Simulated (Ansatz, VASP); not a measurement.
# Two plane-wave programs on ZnCu

```
Zn Cu
1.0
     2.94500    0.00000    0.00000
     0.00000    2.94500    0.00000
     0.00000    0.00000    2.94500
Zn Cu
1 1
Direct
  0.50980 0.50980 0.50980
  0.00000 0.00000 0.00000
```

Change from the starting cell: all Zn atoms moved -0.050 Å, as atom 1 towards its neighbour atom 2 (Cu) at 2.550 Å.

Alike in both runs: task single point; functional PBE; k mesh 16 × 16 × 16; occupations gaussian, width 0.15 eV; no spin polarisation.

|  | VASP | Ansatz |
| --- | --- | --- |
| version | VASP 6.6.1 | Ansatz 0.2.0 |
| potentials or method | VASP PAW PBE potentials, release 64 (Zn, Cu), cutoff 520 eV | scalar-relativistic, plane waves, PAW |
| valence electrons in the cell | 23 | 31 |

|  | VASP | Ansatz | Ansatz less VASP |
| --- | --- | --- | --- |
| gap on the k mesh at the Fermi level (eV) | none | none | - |
| pressure (GPa) | 3.4 | 2.4 | -0.94 |
| traceless stress, the component that is largest in VASP (GPa) | 0.10 | 0.10 | -0.001 |
| rms of the force components (eV/Å) | 0.142 | 0.140 | -0.0020 |

Atom by atom the forces differ by 0.002 eV/Å (rms over components). A gap of «none» marks a metal or a gap that the smearing closes. With one functional, cell and mesh, what is left measures potentials, basis and numerics. VASP's potentials hold 23 valence electrons a cell and Ansatz's 31, so a difference there can come from the potentials and not from the codes.
